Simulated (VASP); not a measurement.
# NaHf2 (P6/mmm) in VASP: notebook, part 2 of 2

VASP 6.6.1.

## Step 4: Single point, PBE

This run uses another cell than the first one, of 24.14 Å³/atom, 1.291 times its volume.

Input file INCAR:

```
SYSTEM = NaHf2
ALGO = Normal
EDIFF = 1E-6
ENCUT = 520
GGA = PE
ISIF = 2
ISMEAR = 0
LASPH = .TRUE.
LCHARG = .FALSE.
LREAL = .FALSE.
LWAVE = .FALSE.
NBANDS = 20
NELM = 100
PREC = Accurate
SIGMA = 0.1
```

Input file KPOINTS:

```
k-points
0
G
  6 6 6
  0 0 0
```

Input file POSCAR:

```
NaHf2
1.0
    5.3644943799      0.0000000000      0.0000000000
   -2.6822471899      4.6457884114      0.0000000000
    0.0000000000      0.0000000000      2.9055772108
Na Hf
1 2
Direct
    0.0000000000      0.0000000000      0.0000000000
    0.3333333333      0.6666666667      0.5000000000
    0.6666666667      0.3333333333      0.5000000000
```

Potentials or basis: VASP PAW PBE potentials, release 64 (Na_pv, Hf_pv).

Command:

```bash
$ cat potpaw_PBE.64/Na_pv/POTCAR potpaw_PBE.64/Hf_pv/POTCAR > POTCAR
$ mpirun -np 1 vasp_std > vasp.out
```

OUTCAR:

```text
SYSTEM = NaHf2
   EDIFF = 1E-6
   ENCUT = 520
   GGA = PE
   ISIF = 2
   ISMEAR = 0
   LASPH = .TRUE.
   LREAL = .FALSE.
   NELM = 100
   PREC = Accurate

 ion  position               nearest neighbor table
   1  0.000  0.000  0.000-
   2  0.333  0.667  0.500-   3 3.10   3 3.10   3 3.10
   3  0.667  0.333  0.500-   2 3.10   2 3.10   2 3.10

  LATTYP: Found a hexagonal cell.
 ALAT       =     5.3644943799
 C/A-ratio  =     0.5416311408

[... 194 lines left out ...]
      3     -27.3904      2.00000
      4     -27.3904      2.00000
      5     -27.0904      2.00000
      6     -27.0283      2.00000
[... 541 lines left out ...]
     19       6.2690      0.00000
     20       8.4465      0.00000

 [... further k-points ...]
[... 5 lines left out ...]
  --------------------------------------------------------------------------------------
  -------------------------------------------------------------------------------------
  Total       -0.0359484     -0.0359484     -0.1449567     -0.0000000      0.0000000     -0.0000000
  in kB       -0.7953713     -0.7953713     -3.2072163     -0.0000000      0.0000000     -0.0000000
  external PRESSURE =      -1.5993196 kB  Pullay stress =       0.0000000 kB

 VOLUME and BASIS-vectors are now :
 -----------------------------------------------------------------------------
  energy-cutoff  :      520.00
  volume of cell :       72.41
      direct lattice vectors                 reciprocal lattice vectors
     5.364494380  0.000000000  0.000000000     0.186410858  0.107624359  0.000000000
    -2.682247190  4.645788411  0.000000000     0.000000000  0.215248718  0.000000000
     0.000000000  0.000000000  2.905577211     0.000000000  0.000000000  0.344165695

 POSITION                                       TOTAL-FORCE (eV/Angst)
 -----------------------------------------------------------------------------------
      0.00000      0.00000      0.00000         0.000000     -0.000000      0.000000
     -0.00000      3.09719      1.45279         0.000000      0.000000     -0.000000
      2.68225      1.54860      1.45279        -0.000000     -0.000000      0.000000
 -----------------------------------------------------------------------------------
    total drift:                                0.000000     -0.000000      0.000000

  FREE ENERGIE OF THE ION-ELECTRON SYSTEM (eV)
  ---------------------------------------------------
  free  energy   TOTEN  =       -18.7112845569 eV

  energy  without entropy=      -18.6895048652  energy(sigma->0) =      -18.70039471
```

stdout:

```text
POSCAR found type information on POSCAR NaHf
 POSCAR found :  2 types and       3 ions
 scaLAPACK will be used
 LDA part: xc-table for (Slater+PW92), standard interpolation
 POSCAR, INCAR and KPOINTS ok, starting setup
 FFT: planning ... GRIDC
 FFT: planning ... GRID_SOFT
 FFT: planning ... GRID
 WAVECAR not read
 entering main loop
```

Wall time 18 s (1 thread of Intel Xeon Platinum 8488C (Sapphire Rapids), shared host); peak memory 0.2 GiB.

Results:

```
Free energy : -18.7113 eV
Pressure    : -0.2 GPa
```

Stress tensor (GPa, compression positive):
```
-0.08  0.00  0.00
 0.00 -0.08  0.00
 0.00  0.00 -0.32
```

Levels at points of the mesh, in eV from the Fermi level:
| k point | band 10 | band 11 | band 12 | band 13 | band 14 | band 15 | band 16 | band 17 |
| --- | --- | --- | --- | --- | --- | --- | --- | --- |
| (0.00, 0.00, 0.00) | -5.90 | -1.39 | -1.21 | -0.51 | -0.51 | 0.13 | 0.13 | 4.07 |
| (0.50, 0.00, 0.00) | -4.39 | -3.32 | -1.94 | -0.58 | -0.31 | -0.28 | 0.64 | 2.68 |
| (0.00, 0.00, 0.50) | -2.23 | -1.33 | -1.33 | 0.19 | 0.93 | 0.93 | 1.44 | 1.44 |
| (0.50, 0.00, 0.50) | -1.73 | -1.71 | -0.73 | -0.37 | 0.14 | 0.94 | 0.97 | 1.79 |

Caveat: the k points lie up to 0.36 Å⁻¹ apart; spin-orbit coupling is left out, which moves the levels of the heavy elements.

## Step 5: Relaxation of cell and atoms, PBE

Input file INCAR:

```
SYSTEM = NaHf2
PREC = Accurate ; ENCUT = 600
EDIFF = 1E-6 ; ISMEAR = 0
SIGMA = 0.1 ; LREAL = .False.
LASPH = .True. ; NELM = 100
ALGO = Normal ; ISIF = 3
LWAVE = .False. ; LCHARG = .False.
GGA = PE ; IBRION = 2
NSW = 90 ; EDIFFG = -0.04
```

Input file KPOINTS:

```
regular mesh
0
Gamma
  6 6 4
  0 0 0
```

Input file POSCAR:

```
NaHf2
1.0
    3.9150395665      0.0000000000      0.0000000000
   -1.9575197832      3.3905237214      0.0000000000
    0.0000000000      0.0000000000      4.2272021897
Na Hf
1 2
Direct
    0.0000000000      0.0000000000      0.0000000000
    0.3333333333      0.6666666667      0.5000000000
    0.6666666667      0.3333333333      0.5000000000
```

Command:

```bash
$ cat potpaw_PBE.64/Na_pv/POTCAR potpaw_PBE.64/Hf_pv/POTCAR > POTCAR
$ mpirun -np 1 vasp_std > vasp.out
```

Run time: 2.1 min. Hardware: 1 thread of Intel Xeon Platinum 8488C (Sapphire Rapids), shared host; peak memory 0.21 GiB.

Results (log left out):

- Free energy: -18.8451 eV
- Relaxed volume: 23.83 Å³/atom
- Relaxed cell: a = 5.407 Å, b = 5.407 Å, c = 2.823 Å, α = 90.00°, β = 90.00°, γ = 120.00°
- Space group after relaxing (to 0.05 Å): P6/mmm (No. 191)
- Energy gained by relaxing: 2254.4 meV/atom
- Ionic steps: 13
- Pressure after relaxing: 0.0 GPa

Stress tensor (GPa, compression positive):
```
 0.16  0.00  0.00
 0.00  0.16  0.00
 0.00  0.00 -0.25
```

Step by step:
| step | energy change (eV) | largest force (eV/Å) | pressure (GPa) | volume (Å³) |
| --- | --- | --- | --- | --- |
| 1 | 0.0000 | 0.0000 | 42.28 | 56.11 |
| 2 | -4.4331 | 0.0000 | -6.54 | 104.07 |
| 3 | -4.6089 | 0.0000 | -2.18 | 90.50 |
| 4 | -4.6193 | 0.0000 | -3.47 | 93.50 |
| 5 | -5.2884 | 0.0000 | -4.46 | 87.64 |
| 6 | -6.3757 | 0.0000 | -3.92 | 77.51 |
| 7 | 0.5203 | 0.0000 | 74.11 | 52.74 |
| 8 | -6.4795 | 0.0000 | -3.40 | 76.14 |
| 9 | -6.7468 | 0.0000 | 1.78 | 69.37 |
| 10 | -6.7437 | 0.0000 | 2.34 | 68.80 |
| 11 | -6.7502 | 0.0000 | -1.77 | 73.85 |
| 12 | -6.7632 | 0.0000 | -0.03 | 71.54 |
| 13 | -6.7632 | 0.0000 | 0.02 | 71.48 |

Final structure:
```cif
data_structure
_symmetry_space_group_name_H-M 'P 1'
_symmetry_Int_Tables_number 1
_cell_length_a 5.4073
_cell_length_b 5.4073
_cell_length_c 2.8229
_cell_angle_alpha 90.000
_cell_angle_beta 90.000
_cell_angle_gamma 120.000
_cell_volume 71.48
loop_
_atom_site_label
_atom_site_type_symbol
_atom_site_fract_x
_atom_site_fract_y
_atom_site_fract_z
_atom_site_occupancy
Na1 Na 0.00000 0.00000 0.00000 1
Hf1 Hf 0.33333 0.66667 0.50000 1
Hf2 Hf 0.66667 0.33333 0.50000 1
```

Levels at points of the mesh, in eV from the Fermi level:
| k point | band 11 | band 12 | band 13 | band 14 | band 15 | band 16 |
| --- | --- | --- | --- | --- | --- | --- |
| (0.00, 0.00, 0.00) | -1.70 | -1.40 | -0.61 | -0.61 | 0.04 | 0.04 |
| (0.50, 0.00, 0.00) | -3.44 | -2.02 | -0.80 | -0.50 | -0.38 | 0.53 |
| (0.00, 0.00, 0.50) | -1.51 | -1.51 | 0.43 | 0.68 | 0.68 | 1.56 |
| (0.50, 0.00, 0.50) | -1.81 | -0.56 | -0.45 | 0.30 | 1.07 | 1.15 |

Caveat: the k points lie up to 0.56 Å⁻¹ apart in the final cell; the volume moved by over 15 % at a fixed basis, so the end points are rough; spin-orbit coupling is left out, which moves the levels of the heavy elements.

## Step 6: Relaxation of cell and atoms, PBE

This run uses another cell than the first one, of 23.83 Å³/atom, 1.274 times its volume.

Input file INCAR:

```
SYSTEM = NaHf2
PREC = Accurate
ENCUT = 600
EDIFF = 1E-6
ISMEAR = 0
SIGMA = 0.1
LREAL = .False.
LASPH = .True.
NELM = 60
ALGO = Normal
ISIF = 3
LWAVE = .False.
LCHARG = .False.
GGA = PE
IBRION = 2
NSW = 90
EDIFFG = -0.04
```

Input file KPOINTS:

```
Automatic mesh
0
Gamma
  6 6 6
  0 0 0
```

Input file POSCAR:

```
NaHf2
1.0
    5.4150517684      0.0000000000      0.0000000000
   -2.7075258842      4.6895723943      0.0000000000
    0.0000000000      0.0000000000      2.8149699311
Na Hf
1 2
Direct
    0.0000000000      0.0000000000      0.0000000000
    0.3333333333      0.6666666667      0.5000000000
    0.6666666667      0.3333333333      0.5000000000
```

Potentials or basis: VASP PAW PBE potentials, release 64 (Na_pv, Hf_pv).

Command:

```bash
$ cat potpaw_PBE.64/Na_pv/POTCAR potpaw_PBE.64/Hf_pv/POTCAR > POTCAR
$ mpirun -np 1 vasp_std > vasp.out
```

Wall time 69 s (1 thread of Intel Xeon Platinum 8488C (Sapphire Rapids), shared host); peak memory 0.24 GiB.

Results (log left out):

* Free energy: -18.7116 eV
* Relaxed volume: 24.09 Å³/atom
* Relaxed cell: a = 5.365 Å, b = 5.365 Å, c = 2.899 Å, α = 90.00°, β = 90.00°, γ = 120.00°
* Space group after relaxing (to 0.05 Å): P6/mmm (No. 191)
* Energy gained by relaxing: 11.1 meV/atom
* Ionic steps: 5
* Pressure after relaxing: 0.0 GPa

Step by step:
```csv
step,energy change (eV),largest force (eV/Å),pressure (GPa),volume (Å³)
1,0.0000,0.0000,1.13,71.48
2,-0.0309,0.0000,-0.74,73.20
3,-0.0318,0.0000,-0.46,72.92
4,-0.0318,0.0000,-0.49,72.95
5,-0.0332,0.0000,-0.03,72.26
```

Final structure:
```
CELL_PARAMETERS angstrom
5.36476 0.00000 0.00000
-2.68238 4.64602 0.00000
0.00000 0.00000 2.89914
ATOMIC_POSITIONS crystal
Na 0.00000 0.00000 0.00000
Hf 0.33333 0.66667 0.50000
Hf 0.66667 0.33333 0.50000
```

Levels at points of the mesh, in eV from the Fermi level:
```
           k point  band 10  band 11  band 12  band 13  band 14  band 15  band 16  band 17
(0.00, 0.00, 0.00)    -5.90    -1.40    -1.22    -0.52    -0.52     0.13     0.13     4.11
(0.50, 0.00, 0.00)    -4.40    -3.32    -1.95    -0.59    -0.31    -0.29     0.64     2.68
(0.00, 0.00, 0.50)    -2.22    -1.34    -1.34     0.21     0.92     0.92     1.45     1.45
(0.50, 0.00, 0.50)    -1.73    -1.72    -0.71    -0.37     0.15     0.95     0.99     1.78
```

Caveat: the k points lie up to 0.36 Å⁻¹ apart in the final cell; spin-orbit coupling is left out, which moves the levels of the heavy elements.

## Step 7: The runs side by side

```csv
task,cell,k mesh,cutoff (eV),gap on the mesh (eV),pressure (GPa),relaxed volume (Å³/atom)
single point,"a = 3.915, b = 3.915, c = 4.227 Å, angles 90.0, 90.0, 120.0°, 3 atoms",6 × 6 × 4,520,none,42.3,-
single point,"a = 5.415, b = 5.415, c = 2.815 Å, angles 90.0, 90.0, 120.0°, 3 atoms",6 × 6 × 4,520,none,0.1,-
single point,"a = 5.364, b = 5.364, c = 2.906 Å, angles 90.0, 90.0, 120.0°, 3 atoms",6 × 6 × 6,520,none,-0.2,-
relaxation of cell and atoms,"relaxed from a = 3.915, b = 3.915, c = 4.227 Å, angles 90.0, 90.0, 120.0°, 3 atoms",6 × 6 × 4,600,none,0.0,23.83
relaxation of cell and atoms,"relaxed from a = 5.415, b = 5.415, c = 2.815 Å, angles 90.0, 90.0, 120.0°, 3 atoms",6 × 6 × 6,600,none,0.0,24.09
```

Alike in all rows: level PBE; potentials or basis VASP PAW PBE potentials, release 64 (Na_pv, Hf_pv); no spin polarisation; smearing gaussian 0.1 eV.

Caveats: all runs use coarse meshes; spin-orbit coupling is left out, which moves the levels of the heavy elements; the volume moved by over 15 % at a fixed basis, so the end points are rough (some runs).

Absolute energies hang on the potentials; compare differences alone.
